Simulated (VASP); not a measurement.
# Mo (I4/mmm) in VASP: a series of runs, part 2 of 2

VASP 6.6.1.

## (3) Single point, r2SCAN (strain -0.0300 x Voigt [0, 1, 0, 0, 0, 0])

The input, POSCAR:

```
Mo
1.0
   -1.5752131668      1.5279567718      1.5752131668
    1.5752131668     -1.5279567718      1.5752131668
    1.5752131668      1.5279567718     -1.5752131668
Mo
1
Direct
    0.0000000000      0.0000000000      0.0000000000
```

The input, INCAR.step1:

```
SYSTEM = Mo
PREC = Accurate
ENCUT = 520
ISMEAR = 0
SIGMA = 0.15
LREAL = .FALSE.
LASPH = .TRUE.
NELM = 80
NBANDS = 13
GGA = PE
ALGO = Normal
EDIFF = 1E-4
LWAVE = .TRUE.
LCHARG = .FALSE.
```

The input, INCAR.step2:

```
SYSTEM = Mo
PREC = Accurate
ENCUT = 520
EDIFF = 1E-7
ISMEAR = 0
SIGMA = 0.15
LREAL = .FALSE.
LASPH = .TRUE.
NELM = 80
ALGO = Normal
ISIF = 2
LWAVE = .FALSE.
LCHARG = .FALSE.
METAGGA = R2SCAN
LMIXTAU = .TRUE.
NBANDS = 13
ISTART = 1
```

The input, KPOINTS:

```
Automatic mesh
0
G
  26 26 26
  0 0 0
```

Potentials or basis: VASP PAW PBE potentials, release 64 (Mo_sv).

Started as:

```bash
> cat potpaw_PBE.64/Mo_sv/POTCAR > POTCAR
> cp INCAR.step1 INCAR
> mpirun -np 1 vasp_std > vasp.out
> cp INCAR.step2 INCAR
> mpirun -np 1 vasp_std > vasp.out
```

OUTCAR:

```text
SYSTEM = Mo
   PREC = Accurate
   ENCUT = 520
   EDIFF = 1E-7
   ISMEAR = 0
   LREAL = .FALSE.
   LASPH = .TRUE.
   NELM = 80
   ISIF = 2
   METAGGA = R2SCAN
   ISTART = 1

 ion  position               nearest neighbor table
   1  0.000  0.000  0.000-

  LATTYP: Found a body centered tetragonal cell.
 ALAT       =     3.1504263336
 C/A-ratio  =     0.9700000000

  Lattice vectors:

 A1 = (  -1.5752131668,  -1.5279567718,   1.5752131668)
 A2 = (   1.5752131668,  -1.5279567718,  -1.5752131668)
 A3 = (   1.5752131668,   1.5279567718,   1.5752131668)

Analysis of symmetry for initial positions (statically):
=====================================================================
 Subroutine PRICEL returns:
 Original cell was already a primitive cell.

 Routine SETGRP: Setting up the symmetry group for a
 body centered tetragonal supercell.

 Subroutine GETGRP returns: Found 16 space group operations
 (whereof 16 operations were pure point group operations)
 out of a pool of 16 trial point group operations.

The static configuration has the point symmetry D_4h.

Analysis of symmetry for dynamics (positions and initial velocities):
=====================================================================
[... 162 lines left out ...]

 k-point     1 :       0.0000    0.0000    0.0000
  band No.  band energies     occupation
      1     -50.1843      2.00000
      2     -22.5817      2.00000
      3     -22.5817      2.00000
      4     -22.5695      2.00000
      5       5.2901      2.00000
      6      11.3069      2.00000
      7      11.7050      2.00000
      8      11.7050      2.00000
      9      14.7422      0.00000
     10      15.2574      0.00000
     11      28.3776      0.00000
     12      28.3776      0.00000
     13      29.0354      0.00000
[... 354 lines left out ...]
  band No.  band energies     occupation
      1     -49.9064      2.00000
      2     -23.9609      2.00000
      3     -23.0318      2.00000
      4     -22.6107      2.00000
      5       7.5882      2.00000
      6       9.5186      2.00000
      7      12.8152      1.97579
      8      14.9765      0.00000
      9      15.5513      0.00000
     10      16.6804      0.00000
     11      26.7462      0.00000
     12      28.0477      0.00000
     13      33.9641      0.00000

 [... further k-points ...]
[... 5 lines left out ...]
  --------------------------------------------------------------------------------------
  -------------------------------------------------------------------------------------
  Total        0.6247942      1.6953652      0.6247942     -0.0000000      0.0000000      0.0000000
  in kB       66.0081954    179.1117689     66.0081954     -0.0000000      0.0000000      0.0000000
  external PRESSURE =     103.7093866 kB  Pullay stress =       0.0000000 kB

 VOLUME and BASIS-vectors are now :
 -----------------------------------------------------------------------------
  energy-cutoff  :      520.00
  volume of cell :       15.17
      direct lattice vectors                 reciprocal lattice vectors
    -1.575213167  1.527956772  1.575213167     0.000000000  0.327234389  0.317417357
     1.575213167 -1.527956772  1.575213167     0.317417357  0.000000000  0.317417357
     1.575213167  1.527956772 -1.575213167     0.317417357  0.327234389  0.000000000

 POSITION                                       TOTAL-FORCE (eV/Angst)
 -----------------------------------------------------------------------------------
      0.00000      0.00000      0.00000         0.000000      0.000000      0.000000
 -----------------------------------------------------------------------------------
    total drift:                                0.000000     -0.000000      0.000000

  FREE ENERGIE OF THE ION-ELECTRON SYSTEM (eV)
  ---------------------------------------------------
  free  energy   TOTEN  =       -26.0548833404 eV

  energy  without entropy=      -26.0488783796  energy(sigma->0) =      -26.05188086
```

It took 24 min on 1 thread of Oxide Virtual Turin-like, shared host; peak memory 0.3 GiB.

What came out:

```yaml
Free_energy: -26.0549 eV
Pressure: 10.4 GPa
Band_gap_on_the_k_mesh: zero (bands 7 and 8 overlap by 5.72 eV)
```

Levels at points of the mesh, in eV from the Fermi level:
| k point | band 3 | band 4 | band 5 | band 6 | band 7 | band 8 | band 9 | band 10 | band 11 | band 12 |
| --- | --- | --- | --- | --- | --- | --- | --- | --- | --- | --- |
| (0.00, 0.00, 0.00) | -35.64 | -35.62 | -7.76 | -1.75 | -1.35 | -1.35 | 1.69 | 2.20 | 15.32 | 15.32 |
| (0.50, 0.00, 0.00) | -36.17 | -35.66 | -5.81 | -3.88 | 1.80 | 2.04 | 2.84 | 5.16 | 12.54 | 12.84 |
| (0.00, 0.50, 0.00) | -36.12 | -35.63 | -5.76 | -3.46 | 1.52 | 1.62 | 2.53 | 5.09 | 12.52 | 12.63 |
| (0.50, 0.50, 0.50) | -36.80 | -36.69 | -5.95 | -5.87 | 4.28 | 4.28 | 4.39 | 9.44 | 9.44 | 10.29 |

Caveat: the cell differs from its parent crystal (strain -0.0300 x Voigt [0, 1, 0, 0, 0, 0]); the stress differs along the axes, from 7 to 18 GPa; the PAW data sets were made with another functional, which shifts forces and pressure a little.

## (4) Single point, r2SCAN (strain -0.0200 x Voigt [0, 1, 0, 0, 0, 0])

The input, POSCAR:

```
Mo
1.0
   -1.5752131668      1.5437089035      1.5752131668
    1.5752131668     -1.5437089035      1.5752131668
    1.5752131668      1.5437089035     -1.5752131668
Mo
1
Direct
    0.0000000000      0.0000000000      0.0000000000
```

The input, INCAR.step1:

```
PREC = Accurate
ENCUT = 520
ISMEAR = 0
SIGMA = 0.15
LREAL = F
LASPH = T
NELM = 80
NBANDS = 13
GGA = PE
ALGO = Normal
EDIFF = 1E-4
LWAVE = T
LCHARG = F
```

The input, INCAR.step2:

```
PREC = Accurate
ENCUT = 520
EDIFF = 1E-6
ISMEAR = 0
SIGMA = 0.15
LREAL = F
LASPH = T
NELM = 80
ALGO = Normal
ISIF = 2
LWAVE = F
LCHARG = F
METAGGA = R2SCAN
LMIXTAU = T
NBANDS = 13
ISTART = 1
```

The input, KPOINTS:

```
regular mesh
0
Gamma
  26 26 26
```

Potentials or basis: VASP PAW PBE potentials, release 64 (Mo_sv).

Started as:

```bash
> cat potpaw_PBE.64/Mo_sv/POTCAR > POTCAR
> cp INCAR.step1 INCAR
> mpirun -np 1 vasp_std > vasp.out
> cp INCAR.step2 INCAR
> mpirun -np 1 vasp_std > vasp.out
```

OUTCAR:

```text
PREC = Accurate
   ENCUT = 520
   EDIFF = 1E-6
   ISMEAR = 0
   LREAL = F
   LASPH = T
   NELM = 80
   ISIF = 2
   METAGGA = R2SCAN
   ISTART = 1

 ion  position               nearest neighbor table
   1  0.000  0.000  0.000-

  LATTYP: Found a body centered tetragonal cell.
 ALAT       =     3.1504263336
 C/A-ratio  =     0.9800000000

  Lattice vectors:

 A1 = (  -1.5752131668,  -1.5437089035,   1.5752131668)
 A2 = (   1.5752131668,  -1.5437089035,  -1.5752131668)
 A3 = (   1.5752131668,   1.5437089035,   1.5752131668)

Analysis of symmetry for initial positions (statically):
=====================================================================
 Subroutine PRICEL returns:
 Original cell was already a primitive cell.

 Routine SETGRP: Setting up the symmetry group for a
 body centered tetragonal supercell.

 Subroutine GETGRP returns: Found 16 space group operations
 (whereof 16 operations were pure point group operations)
 out of a pool of 16 trial point group operations.

The static configuration has the point symmetry D_4h.

Analysis of symmetry for dynamics (positions and initial velocities):
=====================================================================
 Subroutine PRICEL returns:
 Original cell was already a primitive cell.

 Routine SETGRP: Setting up the symmetry group for a
 body centered tetragonal supercell.

 Subroutine GETGRP returns: Found 16 space group operations
 (whereof 16 operations were pure point group operations)
 out of a pool of 16 trial point group operations.

The dynamic configuration has the point symmetry D_4h.

 Subroutine INISYM returns: Found 16 space group operations
 (whereof 16 operations are pure point group operations),
 and found     1 'primitive' translations

----------------------------------------------------------------------------------------

                                     Primitive cell

  volume of cell :      15.3216

  direct lattice vectors                    reciprocal lattice vectors
    -1.575213167  1.543708904  1.575213167     0.000000000  0.323895262  0.317417357
     1.575213167 -1.543708904  1.575213167     0.317417357  0.000000000  0.317417357
     1.575213167  1.543708904 -1.575213167     0.317417357  0.323895262  0.000000000

  length of vectors
     2.710282314  2.710282314  2.710282314     0.453499635  0.448895931  0.453499635

  position of ions in fractional coordinates (direct lattice)
     0.000000000  0.000000000  0.000000000

  ion indices of the primitive-cell ions
   primitive index   ion index
                 1           1

----------------------------------------------------------------------------------------

 KPOINTS: regular mesh

Automatic generation of k-mesh.
 Grid dimensions read from file:
 generate k-points for:   26   26   26

 Generating k-lattice:

  Cartesian coordinates                     Fractional coordinates (reciprocal lattice)
     0.000000000  0.012457510  0.012208360     0.038461538  0.000000000 -0.000000000
     0.012208360  0.000000000  0.012208360     0.000000000  0.038461538  0.000000000
     0.012208360  0.012457510  0.000000000    -0.000000000  0.000000000  0.038461538

  Length of vectors
     0.017442294  0.017265228  0.017442294

  Shift w.r.t. Gamma in fractional coordinates (k-lattice)
     0.000000000  0.000000000  0.000000000

 Subroutine IBZKPT returns following result:
 ===========================================

 Found   1330 irreducible k-points:

 Following reciprocal coordinates:
            Coordinates               Weight
  0.000000  0.000000  0.000000      1.000000
  0.038462  0.000000  0.000000      8.000000
  0.076923  0.000000  0.000000      8.000000
  0.115385  0.000000 -0.000000      8.000000
  0.153846  0.000000  0.000000      8.000000
  0.192308  0.000000  0.000000      8.000000
[... 16 lines left out ...]
  0.307692  0.038462  0.000000     16.000000
  0.346154  0.038462  0.000000     16.000000
 [... further k-points ...]
   k-points           NKPTS =   1330   k-points in BZ     NKDIM =   1330   number of bands    NBANDS=     13
   number of dos      NEDOS =    301   number of ions     NIONS =      1
   total plane-waves  NPLWV =   8000
   dimension x,y,z NGX =    20 NGY =   20 NGZ =   20
   dimension x,y,z NGXF=    40 NGYF=   40 NGZF=   40
   ions per type =               1
   NGX,Y,Z   is equivalent  to a cutoff of  12.27, 12.27, 12.27 a.u.
   NGXF,Y,Z  is equivalent  to a cutoff of  24.54, 24.54, 24.54 a.u.
 SYSTEM =  unknown system
   PREC   = accura    normal or accurate (medium, high low for compatibility)
   ISTART =      1    job   : 0-new  1-cont  2-samecut
   ICHARG =      0    charge: 1-file 2-atom 10-const
   ISPIN  =      1    spin polarized calculation?
   LNONCOLLINEAR =      F non collinear calculations
   LSORBIT =      F    spin-orbit coupling
   LASPH  =      T    aspherical Exc in radial PAW
   ENCUT  =  520.0 eV  38.22 Ry    6.18 a.u.   5.04  5.04  5.04*2*pi/ulx,y,z
   NELM   =     80;   NELMIN=  2; NELMDL=  0     # of ELM steps
   EDIFF  = 0.1E-05   stopping-criterion for ELM
   LREAL  =      F    real-space projection
   EDIFFG = 0.1E-04   stopping-criterion for IOM
   NSW    =      0    number of steps for IOM
   IBRION =     -1    ionic relax: 0-MD 1-quasi-New 2-CG
   NFREE  =      0    steps in history (QN), initial steepest desc. (CG)
   ISIF   =      2    stress and relaxation
   ISYM   =      2    0-nonsym 1-usesym 2-fastsym
   POTIM  = 0.5000    time-step for ionic-motion
   TEBEG  =    0.0;   TEEND  =   0.0 temperature during run
   PSTRESS=    0.0 pullay stress
   NELECT =      14.0000    total number of electrons
   NUPDOWN=      -1.0000    fix difference up-down
   EMIN   =  10.00;   EMAX   =-10.00  energy-range for DOS
   EFERMI =   0.00;   METHOD = LEGACY
   ISMEAR =     0;   SIGMA  =   0.15  broadening in eV -4-tet -1-fermi 0-gaus
   EFERMI_NEDOS =   21; number of points for ismear=-14 and -15
   IALGO  =     38    algorithm
   IMIX   =      4    mixing-type and parameters
     AMIX     =   0.40;   BMIX     =  1.00
     AMIX_MAG =   1.60;   BMIX_MAG =  1.00
  volume/ion in A,a.u.               =      15.32       103.40
  Fermi-wavevector in a.u.,A,eV,Ry     =   1.588606  3.002030 34.336595  2.523669
  Thomas-Fermi vector in A             =   2.687584
   LORBIT       =      0    0 simple, 1 ext, 2 COOP (PROOUT), +10 PAW based schemes
   METAGGA = R2SCAN    functional components
   LHFCALC =     F    Hartree Fock is set to
   AEXX    =    0.0000 exact exchange contribution
   IVDW    =     0    specifies the selected vdW correction
   LEPSILON=     F    determine dielectric tensor
   LRPA    =     F    only Hartree local field effects (RPA)
 non-spin polarized calculation
 Gauss-broadening in eV      SIGMA  =   0.15
  energy-cutoff  :      520.00
  volume of cell :       15.32
 maximum number of plane-waves:       426
   NGX =  9   NGY =  9   NGZ =  9

 number of electron      13.9999999 magnetization

 Free energy of the ion-electron system (eV)
  ---------------------------------------------------
  ext. energy  EPLUGINS =         0.00000000
  ---------------------------------------------------
  free energy    TOTEN  =       -26.06948379 eV

  energy without entropy =      -26.06388051  energy(sigma->0) =      -26.06668215

 E-fermi :  12.8806     XC(G=0): -14.7644

 val. band max:       12.8783109163   @ k =  -0.2692   0.3462   0.2308
 cond. band min:      12.8820192238   @ k =  -0.1154   0.1923   0.1154
 fundamental gap:      0.0037083075
 Fermi energy:        12.8806261610

 k-point     1 :       0.0000    0.0000    0.0000
  band No.  band energies     occupation
      1     -50.3517      2.00000
      2     -22.7748      2.00000
      3     -22.7748      2.00000
      4     -22.7673      2.00000
      5       5.1512      2.00000
      6      11.2453      2.00000
      7      11.5041      2.00000
      8      11.5041      2.00000
      9      14.6522      0.00000
     10      14.9863      0.00000
     11      28.2623      0.00000
     12      28.2623      0.00000
     13      28.6934      0.00000
[... 353 lines left out ...]
 k-point    24 :       0.3462    0.0385    0.0000
  band No.  band energies     occupation
      1     -50.0857      2.00000
      2     -24.1141      2.00000
      3     -23.2088      2.00000
      4     -22.7999      2.00000
      5       7.4721      2.00000
      6       9.4361      2.00000
      7      12.6010      1.99162
      8      14.7421      0.00000
      9      15.3476      0.00000
     10      16.4591      0.00000
     11      26.5618      0.00000
     12      27.6291      0.00000
     13      33.7016      0.00000

 [... further k-points ...]

------------------------ aborting loop because EDIFF is reached ----------------------------------------

  FORCE on cell =-STRESS in cart. coord.  units (eV):
  Direction    XX          YY          ZZ          XY          YZ          ZX
  --------------------------------------------------------------------------------------
  -------------------------------------------------------------------------------------
  Total        0.4476738      1.1529464      0.4476738      0.0000000     -0.0000000      0.0000000
  in kB       46.8131839    120.5634396     46.8131839      0.0000000     -0.0000000      0.0000000
  external PRESSURE =      71.3966025 kB  Pullay stress =       0.0000000 kB

 VOLUME and BASIS-vectors are now :
 -----------------------------------------------------------------------------
  energy-cutoff  :      520.00
  volume of cell :       15.32
      direct lattice vectors                 reciprocal lattice vectors
    -1.575213167  1.543708904  1.575213167     0.000000000  0.323895262  0.317417357
     1.575213167 -1.543708904  1.575213167     0.317417357  0.000000000  0.317417357
     1.575213167  1.543708904 -1.575213167     0.317417357  0.323895262  0.000000000

 POSITION                                       TOTAL-FORCE (eV/Angst)
 -----------------------------------------------------------------------------------
      0.00000      0.00000      0.00000        -0.000000      0.000000     -0.000000
 -----------------------------------------------------------------------------------
    total drift:                                0.000000     -0.000000      0.000000

  FREE ENERGIE OF THE ION-ELECTRON SYSTEM (eV)
  ---------------------------------------------------
  free  energy   TOTEN  =       -26.0694837891 eV

  energy  without entropy=      -26.0638805105  energy(sigma->0) =      -26.06668215
```

OSZICAR.step1:

```text
N       E                     dE             d eps       ncg     rms          rms(c)
DAV:   1     0.931819704152E+02    0.93182E+02   -0.80885E+03 34838   0.111E+03
DAV:   2    -0.103931608819E+02   -0.10358E+03   -0.99632E+02 39770   0.312E+02
DAV:   3    -0.115565320694E+02   -0.11634E+01   -0.11605E+01 38765   0.331E+01
DAV:   4    -0.115591577716E+02   -0.26257E-02   -0.26256E-02 38925   0.191E+00
DAV:   5    -0.115591743931E+02   -0.16622E-04   -0.16623E-04 38530   0.135E-01    0.154E+01
DAV:   6    -0.110040312090E+02    0.55514E+00   -0.68024E-01 35540   0.102E+01    0.438E+00
DAV:   7    -0.109248847101E+02    0.79146E-01   -0.14346E-01 38525   0.448E+00    0.900E-01
DAV:   8    -0.109211875078E+02    0.36972E-02   -0.39296E-03 35955   0.801E-01    0.175E-01
DAV:   9    -0.109212500533E+02   -0.62546E-04   -0.80052E-05 25711   0.117E-01
   1 F= -.10921250E+02 E0= -.10917967E+02  d E =-.656614E-02
```

It took 21 min on 1 thread of Oxide Virtual Turin-like, shared host; peak memory 0.3 GiB.

Results:

* Free energy: -26.0695 eV
* Pressure: 7.1 GPa
* Band gap on the k mesh: zero (bands 7 and 8 overlap by 5.63 eV)

Stress tensor (GPa, compression positive):
```
 4.68  0.00  0.00
 0.00 12.06  0.00
 0.00  0.00  4.68
```

Caveat: the cell differs from its parent crystal (strain -0.0200 x Voigt [0, 1, 0, 0, 0, 0]); the stress differs along the axes, from 5 to 12 GPa; the PAW data sets were made with another functional, which shifts forces and pressure a little.

## (5) Summary

```tsv
cell	gap on the mesh (eV)	pressure (GPa)
a = 2.692 Å, angles 108.4, 111.7, 108.4°, 1 atom	none	13.8
a = 2.701 Å, angles 108.7, 111.1, 108.7°, 1 atom	none	10.4
a = 2.710 Å, angles 108.9, 110.6, 108.9°, 1 atom	none	7.1
```

Alike in all rows: task single point; level r2SCAN; potentials or basis VASP PAW PBE potentials, release 64 (Mo_sv); no spin polarisation; k mesh 26 × 26 × 26; cutoff (eV) 520; smearing gaussian 0.15 eV.

Caveats: the PAW data sets were made with another functional, which shifts forces and pressure a little; the stress differs along the axes, from 9 to 24 GPa (at least some runs); the stress differs along the axes, from 7 to 18 GPa (at least some runs); the stress differs along the axes, from 5 to 12 GPa (at least some runs).

Absolute energies hang on the potentials; compare differences alone.
